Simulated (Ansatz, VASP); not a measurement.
**Mg: VASP beside Ansatz**

Contents of INCAR:

```
SYSTEM = Mg
PREC = Accurate
ENCUT = 520
EDIFF = 1E-8
ISMEAR = -1
SIGMA = 0.03
LREAL = .FALSE.
LASPH = .TRUE.
NELM = 60
ALGO = Normal
ISIF = 2
LWAVE = .FALSE.
LCHARG = .FALSE.
GGA = PE
LEFG = .TRUE.
NBANDS = 7
```

The input KPOINTS:

```
Automatic mesh
0
G
  19 19 19
  0 0 0
```

Contents of POSCAR:

```
Mg
1.0
   -1.4959298597      1.4959298597      1.4959298597
    1.4959298597     -1.4959298597      1.4959298597
    1.4959298597      1.4959298597     -1.4959298597
Mg
1
Direct
    0.0000000000      0.0000000000      0.0000000000
```

Input for Ansatz:

```yaml
crystal:
  lattice:
    - [-1.4959298597, 1.4959298597, 1.4959298597]
    - [1.4959298597, -1.4959298597, 1.4959298597]
    - [1.4959298597, 1.4959298597, -1.4959298597]
  atoms:
    - { symbol: Mg, position: [0.0, 0.0, 0.0] }
kpoints:
  mp_grid: { grid: [19, 19, 19] }
scf:
  occupations: { method: fermi_dirac, width: 0.03 }
hamiltonian:
  xc: pbe
  pseudopotentials: { kind: paw }
output:
  forces: true
  stress: true
  eigenvalues: true
  efg: { contact_densities: true }
```

Change from the starting cell: volume scaled by 1.04, PAW files.

Alike in both runs: task electric field gradients; functional PBE; k mesh 19 × 19 × 19; occupations fermi-dirac, width 0.03 eV; no spin polarisation.

|  | VASP | Ansatz |
| --- | --- | --- |
| version | VASP 6.6.1 | Ansatz 0.2.0 |
| potentials or method | VASP PAW PBE potentials, release 64 (Mg) | PAW with Ansatz's default frozen-core files, scalar-relativistic |
| plane-wave cutoff (eV) | 520 | 420 |
| valence electrons in the cell | 2 | 10 |

```tsv
	VASP	Ansatz	Ansatz less VASP
pressure (GPa)	54.8	54.2	-0.64
```

Both programs put the cell under a high pressure, so it lies far from rest at this level. VASP's potentials hold 2 valence electrons a cell and Ansatz's 10, so a difference there can come from the potentials and not from the codes.
